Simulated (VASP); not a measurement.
# Al2Au (Fm-3m) in VASP: notebook

Aim: see how the results for Al2Au move with the level of theory and the settings. Levels: PBE, r2SCAN. Tasks: single point.

Program: VASP 6.6.1. These are calculated values, not measurements. Logs are shortened: lines on timing, memory, paths and dates and some standing lists are left out, and cuts for length are marked.

## 1. The cell of the first run

The structure is cubic, space group Fm-3m (No. 225). The conventional cell has a = 5.960 Å, b = 5.960 Å, c = 5.960 Å, α = 90.00°, β = 90.00°, γ = 90.00°. Au (site symmetry m-3m) has 8 Al at 2.58 Å within 3.4 Å. Within 3.4 Å of Al (site symmetry -43m) lie 4 Au at 2.58 Å and 6 Al at 2.98 Å.

## 2. Single point, PBE

Contents of INCAR:

```
PREC = Accurate
ENCUT = 520
EDIFF = 1E-6
ISMEAR = -1
SIGMA = 0.05
LREAL = F
LASPH = T
NELM = 100
ALGO = Normal
ISIF = 2
LWAVE = F
LCHARG = F
GGA = PE
NBANDS = 16
```

Contents of KPOINTS:

```
Automatic mesh
0
Gamma
  8 8 8
```

Contents of POSCAR:

```
Al2Au
1.0
    0.0000000000      2.9798651651      2.9798651651
    2.9798651651      0.0000000000      2.9798651651
    2.9798651651      2.9798651651      0.0000000000
Au Al
1 2
Direct
    0.0000000000      0.0000000000      0.0000000000
    0.7500000000      0.7500000000      0.7500000000
    0.2500000000      0.2500000000      0.2500000000
```

Potentials or basis: VASP PAW PBE potentials, release 64 (Au, Al).

The run is started by

```
$ cat potpaw_PBE.64/Au/POTCAR potpaw_PBE.64/Al/POTCAR > POTCAR
$ mpirun -np 1 vasp_std > vasp.out
```

OUTCAR:

```text
PREC = Accurate
   ENCUT = 520
   EDIFF = 1E-6
   ISMEAR = -1
   LREAL = F
   LASPH = T
   NELM = 100
   ISIF = 2
   GGA = PE

 ion  position               nearest neighbor table
   1  0.000  0.000  0.000-   2 2.58   3 2.58   2 2.58   2 2.58   2 2.58   3 2.58   3 2.58   3 2.58

   2  0.750  0.750  0.750-   1 2.58   1 2.58   1 2.58   1 2.58   3 2.98   3 2.98   3 2.98   3 2.98
                             3 2.98   3 2.98
   3  0.250  0.250  0.250-   1 2.58   1 2.58   1 2.58   1 2.58   2 2.98   2 2.98   2 2.98   2 2.98
                             2 2.98   2 2.98

  LATTYP: Found a face centered cubic cell.
 ALAT       =     5.9597303302

  Lattice vectors:

 A1 = (   0.0000000000,   2.9798651651,   2.9798651651)
 A2 = (   2.9798651651,   0.0000000000,   2.9798651651)
 A3 = (   2.9798651651,   2.9798651651,   0.0000000000)

Analysis of symmetry for initial positions (statically):
=====================================================================
 Subroutine PRICEL returns:
 Original cell was already a primitive cell.

 Routine SETGRP: Setting up the symmetry group for a
 face centered cubic supercell.

 Subroutine GETGRP returns: Found 48 space group operations
 (whereof 48 operations were pure point group operations)
 out of a pool of 48 trial point group operations.

The static configuration has the point symmetry O_h .

Analysis of symmetry for dynamics (positions and initial velocities):
=====================================================================
 Subroutine PRICEL returns:
 Original cell was already a primitive cell.

 Routine SETGRP: Setting up the symmetry group for a
 face centered cubic supercell.

 Subroutine GETGRP returns: Found 48 space group operations
 (whereof 48 operations were pure point group operations)
 out of a pool of 48 trial point group operations.

The dynamic configuration has the point symmetry O_h .

 Subroutine INISYM returns: Found 48 space group operations
 (whereof 48 operations are pure point group operations),
 and found     1 'primitive' translations

----------------------------------------------------------------------------------------

                                     Primitive cell

  volume of cell :      52.9200

  direct lattice vectors                    reciprocal lattice vectors
     0.000000000  2.979865165  2.979865165    -0.167792827  0.167792827  0.167792827
     2.979865165  0.000000000  2.979865165     0.167792827 -0.167792827  0.167792827
     2.979865165  2.979865165  0.000000000     0.167792827  0.167792827 -0.167792827

  length of vectors
     4.214165731  4.214165731  4.214165731     0.290625701  0.290625701  0.290625701

  position of ions in fractional coordinates (direct lattice)
     0.000000000  0.000000000  0.000000000
     0.750000000  0.750000000  0.750000000
     0.250000000  0.250000000  0.250000000

  ion indices of the primitive-cell ions
   primitive index   ion index
                 1           1
                 2           2
                 3           3

----------------------------------------------------------------------------------------

 KPOINTS: Automatic mesh

Automatic generation of k-mesh.
 Grid dimensions read from file:
 generate k-points for:    8    8    8

 Generating k-lattice:

  Cartesian coordinates                     Fractional coordinates (reciprocal lattice)
    -0.020974103  0.020974103  0.020974103     0.125000000  0.000000000  0.000000000
     0.020974103 -0.020974103  0.020974103     0.000000000  0.125000000  0.000000000
     0.020974103  0.020974103 -0.020974103     0.000000000  0.000000000  0.125000000

  Length of vectors
     0.036328213  0.036328213  0.036328213

  Shift w.r.t. Gamma in fractional coordinates (k-lattice)
     0.000000000  0.000000000  0.000000000

 Subroutine IBZKPT returns following result:
 ===========================================

 Found     29 irreducible k-points:

 Following reciprocal coordinates:
            Coordinates               Weight
  0.000000  0.000000  0.000000      1.000000
  0.125000  0.000000  0.000000      8.000000
  0.250000  0.000000  0.000000      8.000000
  0.375000  0.000000  0.000000      8.000000
  0.500000  0.000000  0.000000      4.000000
  0.125000  0.125000  0.000000      6.000000
[... 16 lines left out ...]
  0.500000  0.250000  0.125000     48.000000
 -0.375000  0.250000  0.125000     24.000000
 [... further k-points ...]
   k-points           NKPTS =     29   k-points in BZ     NKDIM =     29   number of bands    NBANDS=     16
   number of dos      NEDOS =    301   number of ions     NIONS =      3
   total plane-waves  NPLWV =  32768
   dimension x,y,z NGX =    32 NGY =   32 NGZ =   32
   dimension x,y,z NGXF=    64 NGYF=   64 NGZF=   64
   ions per type =               1   2
   NGX,Y,Z   is equivalent  to a cutoff of  12.62, 12.62, 12.62 a.u.
   NGXF,Y,Z  is equivalent  to a cutoff of  25.25, 25.25, 25.25 a.u.
 SYSTEM =  unknown system
   PREC   = accura    normal or accurate (medium, high low for compatibility)
   ISTART =      0    job   : 0-new  1-cont  2-samecut
   ICHARG =      2    charge: 1-file 2-atom 10-const
   ISPIN  =      1    spin polarized calculation?
   LNONCOLLINEAR =      F non collinear calculations
   LSORBIT =      F    spin-orbit coupling
   LASPH  =      T    aspherical Exc in radial PAW
   ENCUT  =  520.0 eV  38.22 Ry    6.18 a.u.   7.84  7.84  7.84*2*pi/ulx,y,z
   NELM   =    100;   NELMIN=  2; NELMDL= -5     # of ELM steps
   EDIFF  = 0.1E-05   stopping-criterion for ELM
   LREAL  =      F    real-space projection
   EDIFFG = 0.1E-04   stopping-criterion for IOM
   NSW    =      0    number of steps for IOM
   IBRION =     -1    ionic relax: 0-MD 1-quasi-New 2-CG
   NFREE  =      0    steps in history (QN), initial steepest desc. (CG)
   ISIF   =      2    stress and relaxation
   ISYM   =      2    0-nonsym 1-usesym 2-fastsym
   POTIM  = 0.5000    time-step for ionic-motion
   TEBEG  =    0.0;   TEEND  =   0.0 temperature during run
   PSTRESS=    0.0 pullay stress
   NELECT =      17.0000    total number of electrons
   NUPDOWN=      -1.0000    fix difference up-down
   EMIN   =  10.00;   EMAX   =-10.00  energy-range for DOS
   EFERMI =   0.00;   METHOD = LEGACY
   ISMEAR =    -1;   SIGMA  =   0.05  broadening in eV -4-tet -1-fermi 0-gaus
   EFERMI_NEDOS =   21; number of points for ismear=-14 and -15
   IALGO  =     38    algorithm
   IMIX   =      4    mixing-type and parameters
     AMIX     =   0.40;   BMIX     =  1.00
     AMIX_MAG =   1.60;   BMIX_MAG =  1.00
  volume/ion in A,a.u.               =      17.64       119.04
  Fermi-wavevector in a.u.,A,eV,Ry     =   1.121204  2.118768 17.103853  1.257098
  Thomas-Fermi vector in A             =   2.257856
   LORBIT       =      0    0 simple, 1 ext, 2 COOP (PROOUT), +10 PAW based schemes
   GGA     = PE    functional components
   LHFCALC =     F    Hartree Fock is set to
   AEXX    =    0.0000 exact exchange contribution
   IVDW    =     0    specifies the selected vdW correction
   LEPSILON=     F    determine dielectric tensor
   LRPA    =     F    only Hartree local field effects (RPA)
 non-spin polarized calculation
  energy-cutoff  :      520.00
  volume of cell :       52.92
 maximum number of plane-waves:      1458
   NGX = 15   NGY = 15   NGZ = 15

 number of electron      17.0000000 magnetization

 Free energy of the ion-electron system (eV)
  ---------------------------------------------------
  ext. energy  EPLUGINS =         0.00000000
  ---------------------------------------------------
  free energy    TOTEN  =       -11.98918534 eV

  energy without entropy =      -11.98140211  energy(sigma->0) =      -11.98529372

 E-fermi :   8.0422     XC(G=0): -10.6146

 val. band max:        7.9619427316   @ k =   0.3750   0.1250   0.0000
 cond. band min:       8.0439379823   @ k =  -0.1250   0.1250   0.0000
 fundamental gap:      0.0819952507
 Fermi energy:         8.0421973535

 k-point     1 :       0.0000    0.0000    0.0000
  band No.  band energies     occupation
      1      -2.6685      2.00000
      2       1.3158      2.00000
      3       1.3158      2.00000
      4       1.3158      2.00000
      5       2.2946      2.00000
      6       2.2946      2.00000
[... 8 lines left out ...]
     15      13.8349      0.00000
     16      13.8349      0.00000

 k-point     2 :       0.1250    0.0000    0.0000
  band No.  band energies     occupation
      1      -2.4610      2.00000
      2       1.2509      2.00000
      3       1.3674      2.00000
      4       1.3674      2.00000
      5       2.2846      2.00000
      6       2.2846      2.00000
[... 8 lines left out ...]
     15      13.4235      0.00000
     16      13.5035      0.00000

 k-point     3 :       0.2500    0.0000    0.0000
  band No.  band energies     occupation
      1      -1.8687      2.00000
      2       1.1270      2.00000
      3       1.4760      2.00000
      4       1.4760      2.00000
      5       2.2927      2.00000
      6       2.2927      2.00000
[... 8 lines left out ...]
     15      14.4128      0.00000
     16      14.6287      0.00000

 k-point     4 :       0.3750    0.0000    0.0000
  band No.  band energies     occupation
      1      -1.0533      2.00000
      2       1.1464      2.00000
      3       1.5470      2.00000
      4       1.5470      2.00000
      5       2.3666      2.00000
      6       2.3666      2.00000
[... 8 lines left out ...]
     15      15.9677      0.00000
     16      16.2448      0.00000

 k-point     5 :       0.5000    0.0000    0.0000
  band No.  band energies     occupation
      1      -0.5970      2.00000
      2       1.4848      2.00000
      3       1.5625      2.00000
      4       1.5625      2.00000
      5       2.4214      2.00000
      6       2.4214      2.00000
[... 8 lines left out ...]
     15      16.9461      0.00000
     16      17.9788      0.00000

 k-point     6 :       0.1250    0.1250    0.0000
  band No.  band energies     occupation
      1      -2.3902      2.00000
      2       1.2028      2.00000
      3       1.4021      2.00000
      4       1.4021      2.00000
      5       2.2148      2.00000
      6       2.3392      2.00000
[... 8 lines left out ...]
     15      14.1496      0.00000
     16      14.1496      0.00000

 k-point     7 :       0.2500    0.1250    0.0000
  band No.  band energies     occupation
      1      -1.9185      2.00000
      2       1.0783      2.00000
      3       1.5096      2.00000
      4       1.5126      2.00000
      5       2.1599      2.00000
      6       2.3796      2.00000
[... 8 lines left out ...]
     15      15.3100      0.00000
     16      15.3603      0.00000

 k-point     8 :       0.3750    0.1250    0.0000
  band No.  band energies     occupation
      1      -1.1403      2.00000
      2       1.0067      2.00000
      3       1.5893      2.00000
      4       1.6071      2.00000
      5       2.2380      2.00000
      6       2.4305      2.00000
[... 8 lines left out ...]
     15      16.7380      0.00000
     16      16.9380      0.00000

 k-point     9 :       0.5000    0.1250    0.0000
  band No.  band energies     occupation
      1      -0.4666      2.00000
      2       1.1888      2.00000
      3       1.6423      2.00000
      4       1.6488      2.00000
      5       2.4316      2.00000
      6       2.4542      2.00000
[... 8 lines left out ...]
     15      17.1378      0.00000
     16      18.0065      0.00000
[... 172 lines left out ...]
 k-point    19 :       0.5000    0.3750    0.0000
  band No.  band energies     occupation
      1       0.4700      2.00000
      2       0.6911      2.00000
      3       1.5608      2.00000
      4       2.0673      2.00000
      5       2.3810      2.00000
      6       2.5466      2.00000
[... 8 lines left out ...]
     15      17.8186      0.00000
     16      18.7704      0.00000

 k-point    20 :      -0.3750    0.3750    0.0000
  band No.  band energies     occupation
      1       0.5245      2.00000
      2       1.1404      2.00000
      3       1.3324      2.00000
      4       2.0362      2.00000
      5       2.3677      2.00000
      6       2.3977      2.00000
[... 8 lines left out ...]
     15      17.0954      0.00000
     16      18.4779      0.00000

 k-point    21 :       0.5000    0.5000    0.0000
  band No.  band energies     occupation
      1       0.6093      2.00000
      2       0.8181      2.00000
      3       1.7275      2.00000
      4       2.1498      2.00000
      5       2.1498      2.00000
      6       2.6120      2.00000
[... 8 lines left out ...]
     15      18.4952      0.00000
     16      18.4956      0.00000

 k-point    22 :       0.3750    0.2500    0.1250
  band No.  band energies     occupation
      1      -1.3350      2.00000
      2       0.9555      2.00000
      3       1.5940      2.00000
      4       1.6566      2.00000
      5       2.1224      2.00000
      6       2.4420      2.00000
[... 8 lines left out ...]
     15      15.5193      0.00000
     16      16.9432      0.00000

 k-point    23 :       0.5000    0.2500    0.1250
  band No.  band energies     occupation
      1      -0.5171      2.00000
      2       0.9230      2.00000
      3       1.6063      2.00000
      4       1.7763      2.00000
      5       2.2643      2.00000
      6       2.4374      2.00000
[... 8 lines left out ...]
     15      16.6557      0.00000
     16      17.6269      0.00000

 k-point    24 :      -0.3750    0.2500    0.1250
  band No.  band energies     occupation
      1      -0.0581      2.00000
      2       1.0618      2.00000
      3       1.6704      2.00000
      4       1.8042      2.00000
      5       2.2305      2.00000
      6       2.4948      2.00000
[... 8 lines left out ...]
     15      15.8200      0.00000
     16      18.2817      0.00000

 [... further k-points ...]
[... 5 lines left out ...]
  --------------------------------------------------------------------------------------
  -------------------------------------------------------------------------------------
  Total        1.8385877      1.8385877      1.8385877     -0.0000000      0.0000000     -0.0000000
  in kB       55.6640883     55.6640883     55.6640883     -0.0000000      0.0000000     -0.0000000
  external PRESSURE =      55.6640883 kB  Pullay stress =       0.0000000 kB

 VOLUME and BASIS-vectors are now :
 -----------------------------------------------------------------------------
  energy-cutoff  :      520.00
  volume of cell :       52.92
      direct lattice vectors                 reciprocal lattice vectors
     0.000000000  2.979865165  2.979865165    -0.167792827  0.167792827  0.167792827
     2.979865165  0.000000000  2.979865165     0.167792827 -0.167792827  0.167792827
     2.979865165  2.979865165  0.000000000     0.167792827  0.167792827 -0.167792827

 POSITION                                       TOTAL-FORCE (eV/Angst)
 -----------------------------------------------------------------------------------
      0.00000      0.00000      0.00000        -0.000000      0.000000     -0.000000
      4.46980      4.46980      4.46980         0.000000     -0.000000     -0.000000
      1.48993      1.48993      1.48993         0.000000     -0.000000      0.000000
 -----------------------------------------------------------------------------------
    total drift:                                0.000000     -0.000000      0.000000

  FREE ENERGIE OF THE ION-ELECTRON SYSTEM (eV)
  ---------------------------------------------------
  free  energy   TOTEN  =       -11.9891853367 eV

  energy  without entropy=      -11.9814021057  energy(sigma->0) =      -11.98529372
```

Wall time 32 s (1 thread of AMD EPYC 7R13, shared host); peak memory 0.16 GiB.

What came out:

```yaml
Free_energy: -11.9892 eV
Pressure: 5.6 GPa
```

Caveat: spin-orbit coupling is left out, which moves the levels of the heavy elements.

## 3. Single point, r2SCAN

This run uses another cell than the first one, of 17.28 Å³/atom, 0.980 times its volume.

Contents of POSCAR:

```
Al2Au
1.0
    0.0000000000      2.9594544892      2.9594544892
    2.9594544892      0.0000000000      2.9594544892
    2.9594544892      2.9594544892      0.0000000000
Au Al
1 2
Direct
    0.0000000000      0.0000000000      0.0000000000
    0.7500000000      0.7500000000      0.7500000000
    0.2500000000      0.2500000000      0.2500000000
```

Contents of INCAR.step1:

```
SYSTEM = Al2Au
  PREC = Accurate
  ENCUT = 520
  ISMEAR = -1
  SIGMA = 0.05
  LREAL = .False.
  LASPH = .True.
  NELM = 100
  NBANDS = 16
  GGA = PE
  ALGO = Normal
  EDIFF = 1E-4
  LWAVE = .True.
  LCHARG = .False.
```

Contents of INCAR.step2:

```
SYSTEM = Al2Au
  PREC = Accurate
  ENCUT = 520
  EDIFF = 1E-6
  ISMEAR = -1
  SIGMA = 0.05
  LREAL = .False.
  LASPH = .True.
  NELM = 100
  ALGO = Normal
  ISIF = 2
  LWAVE = .False.
  LCHARG = .True.
  METAGGA = R2SCAN
  LMIXTAU = .True.
  LELF = .True.
  LVHAR = .True.
  NBANDS = 16
  ISTART = 1
```

Contents of KPOINTS:

```
Automatic mesh
0
Gamma
  8 8 8
  0 0 0
```

Potentials or basis: VASP PAW PBE potentials, release 64 (Au, Al).

The run is started by

```
$ cat potpaw_PBE.64/Au/POTCAR potpaw_PBE.64/Al/POTCAR > POTCAR
$ cp INCAR.step1 INCAR
$ mpirun -np 1 vasp_std > vasp.out
$ cp INCAR.step2 INCAR
$ mpirun -np 1 vasp_std > vasp.out
```

Run time: 2.2 min. Hardware: 1 thread of AMD EPYC 7R13, shared host; peak memory 0.17 GiB.

It converged, with:

```
Free energy : -65.5194 eV
Pressure    : 5.5 GPa
```

Levels at points of the mesh, in eV from the Fermi level:
```tsv
k point	band 6	band 7	band 8	band 9	band 10	band 11	band 12	band 13
(0.00, 0.00, 0.00)	-6.18	3.02	3.02	3.02	3.19	4.35	4.35	4.35
(0.50, 0.00, 0.00)	-6.02	-5.94	0.27	0.27	3.87	4.21	4.21	4.39
(0.50, 0.50, 0.00)	-5.82	-5.49	-2.39	-2.39	1.80	2.37	7.99	10.99
```

Caveat: the PAW data sets were made with another functional, which shifts forces and pressure a little; spin-orbit coupling is left out, which moves the levels of the heavy elements.

## 4. Single point, r2SCAN

Contents of POSCAR:

```
Al2Au
1.0
    0.0000000000      2.9798651651      2.9798651651
    2.9798651651      0.0000000000      2.9798651651
    2.9798651651      2.9798651651      0.0000000000
Au Al
1 2
Direct
    0.0000000000      0.0000000000      0.0000000000
    0.7500000000      0.7500000000      0.7500000000
    0.2500000000      0.2500000000      0.2500000000
```

Contents of INCAR.step1:

```
PREC = Accurate ; ENCUT = 520
ISMEAR = -1 ; SIGMA = 0.05
LREAL = False ; LASPH = True
NELM = 60 ; NBANDS = 16
GGA = PE ; ALGO = Normal
EDIFF = 1E-4 ; LWAVE = True
LCHARG = False
```

Contents of INCAR.step2:

```
PREC = Accurate ; ENCUT = 520
EDIFF = 1E-7 ; ISMEAR = -1
SIGMA = 0.05 ; LREAL = False
LASPH = True ; NELM = 60
ALGO = Normal ; ISIF = 2
LWAVE = False ; LCHARG = True
METAGGA = R2SCAN ; LMIXTAU = True
LELF = True ; LVHAR = True
NBANDS = 16 ; ISTART = 1
```

Contents of KPOINTS:

```
regular mesh
0
Gamma
  8 8 8
```

The run is started by

```
$ cat potpaw_PBE.64/Au/POTCAR potpaw_PBE.64/Al/POTCAR > POTCAR
$ cp INCAR.step1 INCAR
$ mpirun -np 1 vasp_std > vasp.out
$ cp INCAR.step2 INCAR
$ mpirun -np 1 vasp_std > vasp.out
```

Run time: 2.4 min. Hardware: 1 thread of AMD EPYC 7R13, shared host; peak memory 0.17 GiB.

It converged, with:

| Property | Result |
| --- | --- |
| Free energy | -65.5469 eV |
| Pressure | 2.7 GPa |

Levels at points of the mesh, in eV from the Fermi level:
| k point | band 6 | band 7 | band 8 | band 9 | band 10 | band 11 | band 12 | band 13 |
| --- | --- | --- | --- | --- | --- | --- | --- | --- |
| (0.00, 0.00, 0.00) | -6.07 | 3.03 | 3.03 | 3.03 | 3.03 | 4.26 | 4.26 | 4.26 |
| (0.50, 0.00, 0.00) | -5.92 | -5.85 | 0.30 | 0.30 | 3.83 | 4.15 | 4.15 | 4.22 |
| (0.50, 0.50, 0.00) | -5.72 | -5.41 | -2.33 | -2.33 | 1.68 | 2.36 | 8.00 | 10.81 |

Caveat: the PAW data sets were made with another functional, which shifts forces and pressure a little; spin-orbit coupling is left out, which moves the levels of the heavy elements.

## 5. Summary

```csv
level,cell,gap on the mesh (eV),pressure (GPa)
PBE,"a = 4.214 Å, angles 60.0°, 3 atoms",none,5.6
r2SCAN,"a = 4.185 Å, angles 60.0°, 3 atoms",none,5.5
r2SCAN,"a = 4.214 Å, angles 60.0°, 3 atoms",none,2.7
```

Alike in all rows: task single point; potentials or basis VASP PAW PBE potentials, release 64 (Au, Al); no spin polarisation; k mesh 8 × 8 × 8; cutoff (eV) 520; smearing fermi-dirac 0.05 eV.

Caveats: spin-orbit coupling is left out, which moves the levels of the heavy elements; the PAW data sets were made with another functional, which shifts forces and pressure a little (some runs).

Absolute energies hang on the potentials; compare differences alone.
